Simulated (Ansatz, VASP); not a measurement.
# Two plane-wave programs on TePb

File INCAR:

```
SYSTEM = TePb
  PREC = Accurate
  ENCUT = 520
  EDIFF = 1E-6
  ISMEAR = -1
  SIGMA = 0.05
  LREAL = .FALSE.
  LASPH = .TRUE.
  NELM = 100
  ALGO = Normal
  ISIF = 2
  LWAVE = .FALSE.
  LCHARG = .FALSE.
  GGA = RE
  NBANDS = 17
```

The input KPOINTS:

```
regular mesh
0
G
  7 7 7
  0 0 0
```

The input POSCAR:

```
TePb
1.0
    0.0000000000      3.2735180337      3.2735180337
    3.2735180337      0.0000000000      3.2735180337
    3.2735180337      3.2735180337      0.0000000000
Pb Te
1 1
Direct
    0.0000000000      0.0000000000      0.0000000000
    0.5000000000      0.5000000000      0.5000000000
```

The input input.yaml:

```yaml
crystal:
  lattice:
    - [0.0, 3.2735180337, 3.2735180337]
    - [3.2735180337, 0.0, 3.2735180337]
    - [3.2735180337, 3.2735180337, 0.0]
  atoms:
    - { symbol: Pb, position: [0.0, 0.0, 0.0] }
    - { symbol: Te, position: [0.5, 0.5, 0.5] }
hamiltonian:
  xc: revpbe
  pseudopotentials: { kind: paw }
kpoints:
  mp_grid: { grid: [7, 7, 7] }
scf:
  occupations: { method: fermi_dirac, width: 0.05 }
output:
  forces: true
  stress: true
  eigenvalues: true
  write_density: true
  write_potential: true
  elf: true
  volumetric_format: npy
```

Alike in both runs: task single point; functional revPBE; k mesh 7 × 7 × 7; occupations fermi-dirac, width 0.05 eV; no spin polarisation.

|  | VASP | Ansatz |
| --- | --- | --- |
| version | VASP 6.6.1 | Ansatz 0.2.0 |
| potentials or method | VASP PAW PBE potentials, release 64 (Pb_d, Te) | Ansatz PAW |
| plane-wave cutoff (eV) | 520 | 420 |
| valence electrons in the cell | 20 | 30 |

|  | VASP | Ansatz | Ansatz less VASP |
| --- | --- | --- | --- |
| pressure (GPa) | 1.4 | 1.4 | +0.07 |

VASP's potentials were made for PBE, not for revPBE. VASP's potentials hold 20 valence electrons a cell and Ansatz's 30, so a difference there can come from the potentials and not from the codes.

Spin-orbit coupling is off throughout.
